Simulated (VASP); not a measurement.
# Al2Cu (I4/mcm) in VASP: a series of runs

The runs below take Al2Cu through single point, with PBE.

Program: VASP 6.6.1. These are calculated values, not measurements. Logs are shortened: lines on timing, memory, paths and dates and some standing lists are left out, and cuts for length are marked.

### Step 1. The cell of the first run

It takes space group I4/mcm (No. 140, tetragonal). The conventional cell has a = 5.750 Å, b = 5.750 Å, c = 4.785 Å, α = 90.00°, β = 90.00°, γ = 90.00°. Al (site symmetry m2m) has 4 Cu at 2.47 Å and 11 Al at 2.58 to 3.06 Å within 3.3 Å. Cu (site symmetry 422) has 2 Cu at 2.39 Å and 8 Al at 2.47 Å within 3.2 Å.

### Step 2. Single point, PBE

Contents of INCAR:

```
SYSTEM = Al2Cu
PREC = Accurate ; ENCUT = 520
EDIFF = 1E-6 ; ISMEAR = 0
SIGMA = 0.15 ; LREAL = .False.
LASPH = .True. ; NELM = 60
ALGO = Fast ; ISIF = 2
LWAVE = .False. ; LCHARG = .False.
GGA = PE ; NBANDS = 26
```

Contents of KPOINTS:

```
regular mesh
0
Gamma
  10 10 10
  0 0 0
```

Contents of POSCAR:

```
Al2Cu
1.0
   -2.8748500000      2.8748500000      2.3924500000
    2.8748500000     -2.8748500000      2.3924500000
    2.8748500000      2.8748500000     -2.3924500000
Al Cu
4 2
Direct
    0.1587211657      0.6587211657      0.8174423314
    0.6587211657      0.8412788343      0.5000000000
    0.8412788343      0.3412788343      0.1825576686
    0.3412788343      0.1587211657      0.5000000000
    0.7500000000      0.7500000000      0.0000000000
    0.2500000000      0.2500000000      0.0000000000
```

Potentials or basis: VASP PAW PBE potentials, release 64 (Al, Cu).

The run is started by

```sh
cat potpaw_PBE.64/Al/POTCAR potpaw_PBE.64/Cu/POTCAR > POTCAR
mpirun -np 1 vasp_std > vasp.out
```

OUTCAR:

```text
SYSTEM = Al2Cu
   PREC = Accurate
   ENCUT = 520
   EDIFF = 1E-6
   ISMEAR = 0
   LREAL = .False.
   LASPH = .True.
   NELM = 60
   ISIF = 2
   GGA = PE

 ion  position               nearest neighbor table
   1  0.159  0.659  0.817-   5 2.47   6 2.47   5 2.47   6 2.47   3 2.58   3 2.82   3 2.82   4 3.01
                             2 3.01   2 3.01   4 3.01   4 3.06   2 3.06   2 3.06   4 3.06
   2  0.659  0.841  0.500-   6 2.47   5 2.47   5 2.47   6 2.47   4 2.58   4 2.82   4 2.82   3 3.01
                             1 3.01   1 3.01   3 3.01   1 3.06   3 3.06   1 3.06   3 3.06
   3  0.841  0.341  0.183-   5 2.47   6 2.47   5 2.47   6 2.47   1 2.58   1 2.82   1 2.82   2 3.01
                             4 3.01   4 3.01   2 3.01   2 3.06   4 3.06   4 3.06   2 3.06
   4  0.341  0.159  0.500-   5 2.47   6 2.47   6 2.47   5 2.47   2 2.58   2 2.82   2 2.82   1 3.01
                             1 3.01   3 3.01   3 3.01   1 3.06   3 3.06   3 3.06   1 3.06
   5  0.750  0.750  0.000-   6 2.39   6 2.39   1 2.47   2 2.47   3 2.47   4 2.47   2 2.47   4 2.47
                             1 2.47   3 2.47
   6  0.250  0.250  0.000-   5 2.39   5 2.39   1 2.47   3 2.47   4 2.47   3 2.47   4 2.47   1 2.47
                             2 2.47   2 2.47

  LATTYP: Found a body centered tetragonal cell.
 ALAT       =     5.7497000000
 C/A-ratio  =     0.8321999409

  Lattice vectors:

 A1 = (  -2.8748500000,   2.8748500000,   2.3924500000)
 A2 = (   2.8748500000,  -2.8748500000,   2.3924500000)
 A3 = (   2.8748500000,   2.8748500000,  -2.3924500000)

Analysis of symmetry for initial positions (statically):
=====================================================================
 Subroutine PRICEL returns:
 Original cell was already a primitive cell.

 Routine SETGRP: Setting up the symmetry group for a
 body centered tetragonal supercell.

 Subroutine GETGRP returns: Found 16 space group operations
 (whereof  8 operations were pure point group operations)
 out of a pool of 16 trial point group operations.

The static configuration has the point symmetry C_4h.
 The point group associated with its full space group is D_4h.

Analysis of symmetry for dynamics (positions and initial velocities):
=====================================================================
 Subroutine PRICEL returns:
 Original cell was already a primitive cell.

 Routine SETGRP: Setting up the symmetry group for a
 body centered tetragonal supercell.

 Subroutine GETGRP returns: Found 16 space group operations
 (whereof  8 operations were pure point group operations)
 out of a pool of 16 trial point group operations.

The dynamic configuration has the point symmetry C_4h.
 The point group associated with its full space group is D_4h.

 Subroutine INISYM returns: Found 16 space group operations
 (whereof  8 operations are pure point group operations),
 and found     1 'primitive' translations

----------------------------------------------------------------------------------------

                                     Primitive cell

  volume of cell :      79.0921

  direct lattice vectors                    reciprocal lattice vectors
    -2.874850000  2.874850000  2.392450000     0.000000000  0.173922118  0.208990784
     2.874850000 -2.874850000  2.392450000     0.173922118  0.000000000  0.208990784
     2.874850000  2.874850000 -2.392450000     0.173922118  0.173922118  0.000000000

  length of vectors
     4.717344809  4.717344809  4.717344809     0.271893455  0.271893455  0.245963018

  position of ions in fractional coordinates (direct lattice)
     0.158721166  0.658721166  0.817442331
     0.658721166  0.841278834  0.500000000
     0.841278834  0.341278834  0.182557669
     0.341278834  0.158721166  0.500000000
     0.750000000  0.750000000  0.000000000
     0.250000000  0.250000000  0.000000000

  ion indices of the primitive-cell ions
   primitive index   ion index
                 1           1
                 2           2
                 3           3
                 4           4
                 5           5
                 6           6

----------------------------------------------------------------------------------------

 KPOINTS: regular mesh

Automatic generation of k-mesh.
 Grid dimensions read from file:
 generate k-points for:   10   10   10

 Generating k-lattice:

  Cartesian coordinates                     Fractional coordinates (reciprocal lattice)
     0.000000000  0.017392212  0.020899078     0.100000000  0.000000000 -0.000000000
     0.017392212  0.000000000  0.020899078     0.000000000  0.100000000 -0.000000000
     0.017392212  0.017392212  0.000000000     0.000000000  0.000000000  0.100000000

  Length of vectors
     0.027189345  0.027189345  0.024596302

  Shift w.r.t. Gamma in fractional coordinates (k-lattice)
     0.000000000  0.000000000  0.000000000

 Subroutine IBZKPT returns following result:
 ===========================================

 Found    102 irreducible k-points:

 Following reciprocal coordinates:
            Coordinates               Weight
  0.000000  0.000000  0.000000      1.000000
  0.100000 -0.000000  0.000000      8.000000
  0.200000 -0.000000  0.000000      8.000000
  0.300000 -0.000000  0.000000      8.000000
  0.400000  0.000000 -0.000000      8.000000
  0.500000  0.000000  0.000000      4.000000
[... 16 lines left out ...]
  0.300000  0.300000  0.000000      8.000000
  0.400000  0.300000  0.000000     16.000000
 [... further k-points ...]
   k-points           NKPTS =    102   k-points in BZ     NKDIM =    102   number of bands    NBANDS=     26
   number of dos      NEDOS =    301   number of ions     NIONS =      6
   total plane-waves  NPLWV =  46656
   dimension x,y,z NGX =    36 NGY =   36 NGZ =   36
   dimension x,y,z NGXF=    72 NGYF=   72 NGZF=   72
   ions per type =               4   2
   NGX,Y,Z   is equivalent  to a cutoff of  12.69, 12.69, 12.69 a.u.
   NGXF,Y,Z  is equivalent  to a cutoff of  25.37, 25.37, 25.37 a.u.
 SYSTEM =  Al2Cu
   PREC   = accura    normal or accurate (medium, high low for compatibility)
   ISTART =      0    job   : 0-new  1-cont  2-samecut
   ICHARG =      2    charge: 1-file 2-atom 10-const
   ISPIN  =      1    spin polarized calculation?
   LNONCOLLINEAR =      F non collinear calculations
   LSORBIT =      F    spin-orbit coupling
   LASPH  =      T    aspherical Exc in radial PAW
   ENCUT  =  520.0 eV  38.22 Ry    6.18 a.u.   8.77  8.77  8.77*2*pi/ulx,y,z
   NELM   =     60;   NELMIN=  2; NELMDL= -5     # of ELM steps
   EDIFF  = 0.1E-05   stopping-criterion for ELM
   LREAL  =      F    real-space projection
   EDIFFG = 0.1E-04   stopping-criterion for IOM
   NSW    =      0    number of steps for IOM
   IBRION =     -1    ionic relax: 0-MD 1-quasi-New 2-CG
   NFREE  =      0    steps in history (QN), initial steepest desc. (CG)
   ISIF   =      2    stress and relaxation
   ISYM   =      2    0-nonsym 1-usesym 2-fastsym
   POTIM  = 0.5000    time-step for ionic-motion
   TEBEG  =    0.0;   TEEND  =   0.0 temperature during run
   PSTRESS=    0.0 pullay stress
   NELECT =      34.0000    total number of electrons
   NUPDOWN=      -1.0000    fix difference up-down
   EMIN   =  10.00;   EMAX   =-10.00  energy-range for DOS
   EFERMI =   0.00;   METHOD = LEGACY
   ISMEAR =     0;   SIGMA  =   0.15  broadening in eV -4-tet -1-fermi 0-gaus
   EFERMI_NEDOS =   21; number of points for ismear=-14 and -15
   IALGO  =     68    algorithm
   IMIX   =      4    mixing-type and parameters
     AMIX     =   0.40;   BMIX     =  1.00
     AMIX_MAG =   1.60;   BMIX_MAG =  1.00
  volume/ion in A,a.u.               =      13.18        88.96
  Fermi-wavevector in a.u.,A,eV,Ry     =   1.235540  2.334832 20.770089  1.526558
  Thomas-Fermi vector in A             =   2.370185
   LORBIT       =      0    0 simple, 1 ext, 2 COOP (PROOUT), +10 PAW based schemes
   GGA     = PE    functional components
   LHFCALC =     F    Hartree Fock is set to
   AEXX    =    0.0000 exact exchange contribution
   IVDW    =     0    specifies the selected vdW correction
   LEPSILON=     F    determine dielectric tensor
   LRPA    =     F    only Hartree local field effects (RPA)
 non-spin polarized calculation
 RMM-DIIS sequential band-by-band and
 Gauss-broadening in eV      SIGMA  =   0.15
  energy-cutoff  :      520.00
  volume of cell :       79.09
 maximum number of plane-waves:      2145
   NGX = 17   NGY = 17   NGZ = 17

 number of electron      33.9999987 magnetization

 Free energy of the ion-electron system (eV)
  ---------------------------------------------------
  ext. energy  EPLUGINS =         0.00000000
  ---------------------------------------------------
  free energy    TOTEN  =       -22.88463155 eV

  energy without entropy =      -22.86647617  energy(sigma->0) =      -22.87555386

 E-fermi :   9.3810     XC(G=0): -11.3831

 val. band max:        9.3636281969   @ k =   0.1000  -0.0000   0.0000
 cond. band min:       9.3900630912   @ k =  -0.4000   0.2000   0.0000
 fundamental gap:      0.0264348943
 Fermi energy:         9.3810142238

 k-point     1 :       0.0000    0.0000    0.0000
  band No.  band energies     occupation
      1      -2.2509      2.00000
      2       3.5421      2.00000
      3       3.6413      2.00000
      4       3.6413      2.00000
      5       3.7580      2.00000
      6       4.7172      2.00000
[... 18 lines left out ...]
     25      15.5008      0.00000
     26      16.1330      0.00000

 k-point     2 :       0.1000   -0.0000    0.0000
  band No.  band energies     occupation
      1      -2.1393      2.00000
      2       3.5367      2.00000
      3       3.6178      2.00000
      4       3.6397      2.00000
      5       3.7843      2.00000
      6       4.6995      2.00000
[... 18 lines left out ...]
     25      15.6265      0.00000
[... 608 lines left out ...]
     25      16.0796      0.00000
     26      16.6211      0.00000

 k-point    24 :       0.4000    0.3000    0.0000
  band No.  band energies     occupation
      1       0.3126      2.00000
      2       1.1600      2.00000
      3       1.8588      2.00000
      4       3.5496      2.00000
      5       4.1396      2.00000
      6       4.2726      2.00000
[... 18 lines left out ...]
     25      17.0733      0.00000
     26      17.3294      0.00000

 [... further k-points ...]

------------------------ aborting loop because EDIFF is reached ----------------------------------------

  FORCE on cell =-STRESS in cart. coord.  units (eV):
  Direction    XX          YY          ZZ          XY          YZ          ZX
  --------------------------------------------------------------------------------------
  -------------------------------------------------------------------------------------
  Total        9.1095335      9.1095335      6.3689604      0.0000000     -0.0000000      0.0000000
  in kB      184.5327615    184.5327615    129.0166876      0.0000000     -0.0000000      0.0000000
  external PRESSURE =     166.0274035 kB  Pullay stress =       0.0000000 kB

 VOLUME and BASIS-vectors are now :
 -----------------------------------------------------------------------------
  energy-cutoff  :      520.00
  volume of cell :       79.09
      direct lattice vectors                 reciprocal lattice vectors
    -2.874850000  2.874850000  2.392450000     0.000000000  0.173922118  0.208990784
     2.874850000 -2.874850000  2.392450000     0.173922118  0.000000000  0.208990784
     2.874850000  2.874850000 -2.392450000     0.173922118  0.173922118  0.000000000

 POSITION                                       TOTAL-FORCE (eV/Angst)
 -----------------------------------------------------------------------------------
      3.78745      0.91260      0.00000         0.016656      0.016656      0.000000
      1.96225      0.91260      2.39245        -0.016656      0.016656     -0.000000
     -0.91260      1.96225      2.39245        -0.016656     -0.016656     -0.000000
      0.91260      1.96225      0.00000         0.016656     -0.016656      0.000000
      0.00000      0.00000      3.58868         0.000000      0.000000      0.000000
      0.00000      0.00000      1.19623         0.000000      0.000000      0.000000
 -----------------------------------------------------------------------------------
    total drift:                                0.000000     -0.000000      0.000000

  FREE ENERGIE OF THE ION-ELECTRON SYSTEM (eV)
  ---------------------------------------------------
  free  energy   TOTEN  =       -22.8846315491 eV

  energy  without entropy=      -22.8664761720  energy(sigma->0) =      -22.87555386
```

Run time: 1.8 min. Hardware: 1 thread of Intel Xeon 6975P-C (Granite Rapids), shared host; peak memory 0.31 GiB.

Results:

```
Free energy            : -22.8846 eV
Pressure               : 16.6 GPa
Largest force          : 0.024 eV/Å
Band gap on the k mesh : zero (bands 17 and 18 overlap by 4.36 eV)
```

Forces on the atoms (eV/Å):
```
Al   0.017  0.017  0.000
Al  -0.017  0.017  0.000
Al  -0.017 -0.017  0.000
Al   0.017 -0.017  0.000
Cu   0.000  0.000  0.000
Cu   0.000  0.000  0.000
```

Caveat: the stress differs along the axes, from 13 to 18 GPa.

### Step 3. Single point, PBE

Contents of INCAR:

```
SYSTEM = Al2Cu
PREC     = Accurate       ! precision mode
ENCUT    = 520            ! plane-wave cutoff, eV
EDIFF    = 1E-6           ! SCF threshold, eV
ISMEAR   = 0              ! smearing method
SIGMA    = 0.15           ! smearing width, eV
LREAL    = .FALSE.        ! projectors in reciprocal space
LASPH    = .TRUE.         ! aspherical terms in the spheres
NELM     = 100            ! most SCF steps
ALGO     = Fast           ! electronic algorithm
ISIF     = 2              ! what is computed and relaxed
LWAVE    = .FALSE.        ! write WAVECAR
LCHARG   = .TRUE.         ! write CHGCAR
GGA      = PE             ! functional
LELF     = .TRUE.         ! ELF
LVHAR    = .TRUE.       
NBANDS   = 26             ! bands
```

Contents of KPOINTS:

```
Automatic mesh
0
G
  10 10 10
  0 0 0
```

POSCAR, as its differences from that of step 2:

```diff
@@ -2,5 +2,5 @@
 1.0
-   -2.8748500000      2.8748500000      2.3924500000
-    2.8748500000     -2.8748500000      2.3924500000
-    2.8748500000      2.8748500000     -2.3924500000
+   -2.9051000000      2.9051000000      2.3436500000
+    2.9051000000     -2.9051000000      2.3436500000
+    2.9051000000      2.9051000000     -2.3436500000
 Al Cu
```

Potentials or basis: VASP PAW PBE potentials, release 64 (Al, Cu).

The run is started by

```sh
cat potpaw_PBE.64/Al/POTCAR potpaw_PBE.64/Cu/POTCAR > POTCAR
mpirun -np 1 vasp_std > vasp.out
```

Wall time 2 min (1 thread of Intel Xeon 6975P-C (Granite Rapids), shared host); peak memory 0.32 GiB.

It converged, with:

```
Free energy            : -22.9150 eV
Pressure               : 16.3 GPa
Largest force          : 0.102 eV/Å
Band gap on the k mesh : zero (bands 17 and 18 overlap by 4.69 eV)
```

Forces in eV/Å, atoms in the order of the input:
```
Al  -0.072 -0.072  0.000
Al   0.072 -0.072  0.000
Al   0.072  0.072  0.000
Al  -0.072  0.072  0.000
Cu   0.000  0.000  0.000
Cu   0.000  0.000  0.000
```

Stress tensor (GPa, compression positive):
```
16.25  0.00  0.00
 0.00 16.25  0.00
 0.00  0.00 16.42
```

Levels at points of the mesh, in eV from the Fermi level:
```
           k point  band 15  band 16  band 17  band 18  band 19  band 20
(0.00, 0.00, 0.00)    -1.60    -1.44    -1.44    -0.98    -0.10     0.08
(0.50, 0.00, 0.00)    -2.82    -2.82     0.25     0.25     4.32     4.32
(0.50, 0.50, 0.00)    -1.68    -1.51    -0.78    -0.69     0.91     1.47
(0.50, 0.50, 0.50)    -3.57    -1.96     2.74     2.98     2.98     3.57
```

Caveat: the cell stands under pressure.

### Step 4. Single point, PBE

This run uses another cell than the first one, of 13.32 Å³/atom.

Contents of INCAR:

```
SYSTEM = Al2Cu
  PREC = Accurate
  ENCUT = 520
  EDIFF = 1E-6
  ISMEAR = 0
  SIGMA = 0.15
  LREAL = .False.
  LASPH = .True.
  NELM = 60
  ALGO = Fast
  ISIF = 2
  LWAVE = .False.
  LCHARG = .False.
  GGA = PE
  NBANDS = 26
```

Contents of KPOINTS:

```
Automatic mesh
0
Gamma
  10 10 10
  0 0 0
```

POSCAR, as its differences from that of step 3:

```diff
@@ -2,5 +2,5 @@
 1.0
-   -2.9051000000      2.9051000000      2.3436500000
-    2.9051000000     -2.9051000000      2.3436500000
-    2.9051000000      2.9051000000     -2.3436500000
+   -2.8748500000      2.8748500000      2.4168500000
+    2.8748500000     -2.8748500000      2.4168500000
+    2.8748500000      2.8748500000     -2.4168500000
 Al Cu
```

The run is started by

```sh
cat potpaw_PBE.64/Al/POTCAR potpaw_PBE.64/Cu/POTCAR > POTCAR
mpirun -np 1 vasp_std > vasp.out
```

Run time: 1.9 min. Hardware: 1 thread of Intel Xeon 6975P-C (Granite Rapids), shared host; peak memory 0.32 GiB.

It converged, with:

```
Free energy            : -22.9426 eV
Pressure               : 15.1 GPa
Largest force          : 0.072 eV/Å
Band gap on the k mesh : zero (bands 17 and 18 overlap by 4.23 eV)
```

Forces on the atoms (eV/Å):
```
Al   0.051  0.051  0.000
Al  -0.051  0.051  0.000
Al  -0.051 -0.051  0.000
Al   0.051 -0.051  0.000
Cu   0.000  0.000  0.000
Cu   0.000  0.000  0.000
```

Stress tensor (GPa, compression positive):
```
17.50  0.00  0.00
 0.00 17.50  0.00
 0.00  0.00 10.38
```

Levels at points of the mesh, in eV from the Fermi level:
```csv
k point,band 14,band 15,band 16,band 17,band 18,band 19,band 20,band 21
"(0.00, 0.00, 0.00)",-1.86,-1.83,-1.51,-1.51,-1.07,-0.07,0.09,1.49
"(0.50, 0.00, 0.00)",-3.29,-2.75,-2.75,0.41,0.41,4.02,4.02,4.79
"(0.50, 0.50, 0.00)",-3.30,-1.47,-1.38,-0.91,-0.74,1.20,1.79,4.87
"(0.50, 0.50, 0.50)",-3.63,-3.56,-2.10,2.55,2.97,2.97,3.71,4.46
```

Caveat: the stress differs along the axes, from 10 to 17 GPa.

(Part 1 of 2 ends here.)

The gap in the log of VASP goes by the Fermi energy; the results here count the filled bands.